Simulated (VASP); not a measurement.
A run of VASP 6.6.1 is set up as follows.

INCAR

```
SYSTEM = Ga
PREC     = Accurate       ! precision mode
ENCUT    = 600            ! plane-wave cutoff, eV
EDIFF    = 1E-7           ! SCF threshold, eV
ISMEAR   = 0              ! smearing method
SIGMA    = 0.1            ! smearing width, eV
LREAL    = .FALSE.        ! projectors in reciprocal space
LASPH    = .TRUE.         ! aspherical terms in the spheres
NELM     = 80             ! most SCF steps
ALGO     = Normal         ! electronic algorithm
ISIF     = 3              ! what is computed and relaxed
LWAVE    = .FALSE.        ! write WAVECAR
LCHARG   = .FALSE.        ! write CHGCAR
GGA      = PE             ! functional
IBRION   = 2              ! ionic algorithm
NSW      = 90             ! ionic steps
EDIFFG   = -0.04          ! ionic threshold
```

File KPOINTS:

```
Automatic mesh
0
G
  6 6 4
  0 0 0
```

POSCAR

```
Ga
1.0
    3.3879734700      0.0000000000      0.0000000000
   -1.6939867400      2.9340710900      0.0000000000
    0.0000000000      0.0000000000      5.3407417700
Ga
3
Direct
    0.6666666700      0.3333333300      0.7249647000
    0.6666666700      0.3333333300      0.2750353000
    0.0000000000      0.0000000000      0.0000000000
```

Potentials or basis: VASP PAW PBE potentials, release 64 (Ga_d).

Command:

```bash
$ cat potpaw_PBE.64/Ga_d/POTCAR > POTCAR
$ mpirun -np 1 vasp_std > vasp.out
```

Problem. Predict the band gap on the k mesh.

Solution. Zero (an odd number of electrons rules out a gap without spin polarisation).

Problem. Predict the space group after relaxing (to 0.1 Å).

Solution. P-6m2 (No. 187).

Problem. Predict the relaxed cell.

Solution. a = 3.421 Å, b = 3.421 Å, c = 6.299 Å, α = 90.00°, β = 90.00°, γ = 120.00°.

Forces on the atoms (eV/Å):
```
Ga   0.000  0.000 -0.020
Ga   0.000  0.000  0.020
Ga   0.000  0.000  0.000
```
